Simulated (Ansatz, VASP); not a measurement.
## Two plane-wave programs on In3GaP4

```
In Ga P
1.0
     5.84617    0.00000    0.00000
     0.00000    5.84617    0.00000
     0.00000    0.00000    5.84617
In Ga P
3 1 4
Direct
  0.00000 0.00000 0.50000
  0.00000 0.50000 0.00000
  0.50000 0.00000 0.00000
  0.50000 0.50000 0.50000
  0.26097 0.26097 0.26097
  0.26097 0.73903 0.73903
  0.73903 0.26097 0.73903
  0.73903 0.73903 0.26097
```

Alike in both runs: functional PBE; k mesh 6 × 6 × 6; occupations gaussian, width 0.02 eV; no spin polarisation.

Ansatz relaxed the structure, and its values are those at the end. VASP's run is a single point on that final structure, the one shown.

|  | VASP | Ansatz |
| --- | --- | --- |
| version | VASP 6.6.1 | Ansatz 0.2.0 |
| potentials or method | VASP PAW PBE potentials, release 64 (In_d, Ga_d, P), cutoff 520 eV | scalar-relativistic, plane waves, PAW |
| valence electrons in the cell | 72 | 72 |

Ansatz gave:

| Quantity | Value |
| --- | --- |
| gap on the k mesh at the Fermi level (eV) | 0.62 |
| least direct gap on the mesh (eV) | 0.62 |
| pressure (GPa) | 0.0 |
| rms of the force components (eV/Å) | 0.006 |

Q: What did VASP give for the same quantities?

A: gap on the k mesh at the Fermi level (eV): 0.61; least direct gap on the mesh (eV): 0.61; pressure (GPa): -0.1; rms of the force components (eV/Å): 0.008.
